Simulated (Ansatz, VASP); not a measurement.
## InSb in VASP and in Ansatz

Contents of INCAR:

```
  ALGO = Normal
  EDIFF = 1E-6
  ENCUT = 520
  GGA = PS
  ISIF = 2
  ISMEAR = 0
  LASPH = True
  LCHARG = False
  LREAL = False
  LWAVE = False
  NBANDS = 16
  NELM = 60
  PREC = Accurate
  SIGMA = 0.15
```

KPOINTS

```
k-points
0
Gamma
  16 16 16
```

POSCAR

```
InSb
1.0
    0.0000000000      3.2599290654      3.2599290654
    3.0643333215      0.0000000000      3.2599290654
    3.0643333215      3.2599290654      0.0000000000
In Sb
1 1
Direct
    0.0000000000      0.0000000000      0.0000000000
    0.7500000000      0.7500000000      0.7500000000
```

Input for Ansatz:

```yaml
crystal:
  lattice:
    - [0.0, 3.2599290654, 3.2599290654]
    - [3.0643333215, 0.0, 3.2599290654]
    - [3.0643333215, 3.2599290654, 0.0]
  atoms:
    - { symbol: In, position: [0.0, 0.0, 0.0] }
    - { symbol: Sb, position: [0.75, 0.75, 0.75] }
basis:
  ecutwfc: 420
kpoints:
  mp_grid: { grid: [16, 16, 16] }
hamiltonian:
  xc: pbesol
scf:
  occupations: { method: gaussian, width: 0.15 }
output:
  forces: true
  stress: true
  eigenvalues: true
```

Change from the starting cell: strain -0.0600 x Voigt [1, 0, 0, 0, 0, 0], atoms carried along.

Alike in both runs: task single point; functional PBEsol; k mesh 16 × 16 × 16; occupations gaussian, width 0.15 eV; no spin polarisation.

|  | VASP | Ansatz |
| --- | --- | --- |
| version | VASP 6.6.1 | Ansatz 0.2.0 |
| potentials or method | VASP PAW PBE potentials, release 64 (In_d, Sb), cutoff 520 eV | scalar-relativistic, plane waves, PAW |
| valence electrons in the cell | 18 | 28 |

```tsv
	VASP	Ansatz	Ansatz less VASP
pressure (GPa)	3.0	3.0	-0.02
traceless stress, the component that is largest in VASP (GPa)	0.95	0.95	-0.001
```

VASP's potentials were made for PBE, not for PBEsol. VASP's potentials hold 18 valence electrons a cell and Ansatz's 28, so a difference there can come from the potentials and not from the codes.

Spin-orbit coupling is off throughout.
